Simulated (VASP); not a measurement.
# Ge: single point with PBE

Crystal: Ge.

```xyz
4
Lattice="4.0760 0.0000 0.0000 -2.0380 3.5299 0.0000 0.0000 0.0000 6.7288" Properties=species:S:1:pos:R:3 pbc="T T T"
Ge    2.0380    1.1766    0.4233
Ge    0.0000    2.3533    3.7877
Ge    2.0380    1.1766    2.9412
Ge    0.0000    2.3533    6.3056
```

This cell differs from its parent crystal: volume scaled by 1.06.

- Program: VASP 6.6.1
- Task: single point
- Functional: PBE
- Potentials or basis: VASP PAW PBE potentials, release 64 (Ge_d)
- Cutoff: 520 eV
- k mesh: 11 × 11 × 6
- Occupations: fermi-dirac, width 0.05 eV
- Spin: no spin polarisation

- Pressure: -0.9 GPa
- Largest force: 0.013 eV/Å
- Band gap on the k mesh: zero (filled and empty bands touch)

Forces on the atoms (eV/Å):
```
Ge   0.000  0.000 -0.013
Ge   0.000  0.000 -0.013
Ge   0.000  0.000  0.013
Ge   0.000  0.000  0.013
```

Stress tensor (GPa, compression positive):
```
-0.86  0.00  0.00
 0.00 -0.86  0.00
 0.00  0.00 -0.98
```

Levels at points of the mesh, in eV from the Fermi level:
```tsv
k point	band 24	band 25	band 26	band 27	band 28	band 29	band 30	band 31	band 32	band 33
(0.00, 0.00, 0.00)	-1.38	-1.38	-0.53	-0.22	-0.15	0.11	0.11	2.27	2.27	2.70
(0.00, 0.00, 0.50)	-4.74	-0.80	-0.80	-0.80	-0.80	0.51	0.51	3.32	3.32	3.32
```

Wall time 4.5 min on 1 thread of AMD EPYC 7R13, with other jobs on the host, peak memory 0.27 GiB.
